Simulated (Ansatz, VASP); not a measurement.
## Hf2Ru: VASP beside Ansatz

Contents of INCAR:

```
PREC     = Accurate       # precision mode
ENCUT    = 600            # plane-wave cutoff, eV
EDIFF    = 1E-6           # SCF threshold, eV
ISMEAR   = 0              # smearing method
SIGMA    = 0.1            # smearing width, eV
LREAL    = F              # projectors in reciprocal space
LASPH    = T              # aspherical terms in the spheres
NELM     = 60             # most SCF steps
ALGO     = Fast           # electronic algorithm
ISIF     = 3              # what is computed and relaxed
LWAVE    = F              # write WAVECAR
LCHARG   = F              # write CHGCAR
GGA      = PE             # functional
IBRION   = 2              # ionic algorithm
NSW      = 90             # ionic steps
EDIFFG   = -0.04          # ionic threshold
```

File KPOINTS:

```
Automatic mesh
0
Gamma
  4 4 4
```

The input POSCAR:

```
Hf2Ru
1.0
    0.0000000000      3.7456393250      3.7456393250
    3.7456393250      0.0000000000      3.7456393250
    3.7456393250      3.7456393250      0.0000000000
Hf Ru
4 2
Direct
    0.6250000000      0.6250000000      0.6250000000
    0.1250000000      0.6250000000      0.6250000000
    0.6250000000      0.6250000000      0.1250000000
    0.6250000000      0.1250000000      0.6250000000
    0.0000000000      0.0000000000      0.0000000000
    0.2500000000      0.2500000000      0.2500000000
```

Input for Ansatz:

```yaml
crystal:
  lattice:
    - [0.0, 3.745639325, 3.745639325]
    - [3.745639325, 0.0, 3.745639325]
    - [3.745639325, 3.745639325, 0.0]
  atoms:
    - { symbol: Hf, position: [0.625, 0.625, 0.625] }
    - { symbol: Hf, position: [0.125, 0.625, 0.625] }
    - { symbol: Hf, position: [0.625, 0.625, 0.125] }
    - { symbol: Hf, position: [0.625, 0.125, 0.625] }
    - { symbol: Ru, position: [0.0, 0.0, 0.0] }
    - { symbol: Ru, position: [0.25, 0.25, 0.25] }
basis:
  ecutwfc: 420
kpoints:
  mp_grid: { grid: [4, 4, 4] }
hamiltonian:
  xc: pbe
scf:
  occupations: { method: gaussian, width: 0.1 }
  lower_state_search: "off"
output:
  forces: true
  stress: true
  eigenvalues: true
relax:
  adjacent_minimum: "off"
  f_tol: 0.04
  max_steps: 70
  cell: { stress_tol: 0.4 }
```

Alike in both runs: task relaxation of cell and atoms; functional PBE; k mesh 4 × 4 × 4; occupations gaussian, width 0.1 eV; no spin polarisation.

|  | VASP | Ansatz |
| --- | --- | --- |
| version | VASP 6.6.1 | Ansatz 0.2.0 |
| potentials or method | VASP PAW PBE potentials, release 64 (Hf_pv, Ru_pv), cutoff 600 eV | scalar-relativistic, plane waves, PAW |
| valence electrons in the cell | 68 | 136 |

```tsv
	VASP	Ansatz	Ansatz less VASP
gap on the k mesh at the Fermi level, each at its own relaxed structure (eV)	none	none	-
relaxed volume (Å³/atom)	19.41	19.48	+0.071
relaxed cell length with the largest relative difference (Å)	5.481	5.488	+0.0067
```

A gap of «none» marks a metal or a gap that the smearing closes. VASP's potentials hold 68 valence electrons a cell and Ansatz's 136, so a difference there can come from the potentials and not from the codes.

The k mesh is coarse, so the values compare programs but aren't converged. Spin-orbit coupling is off throughout.
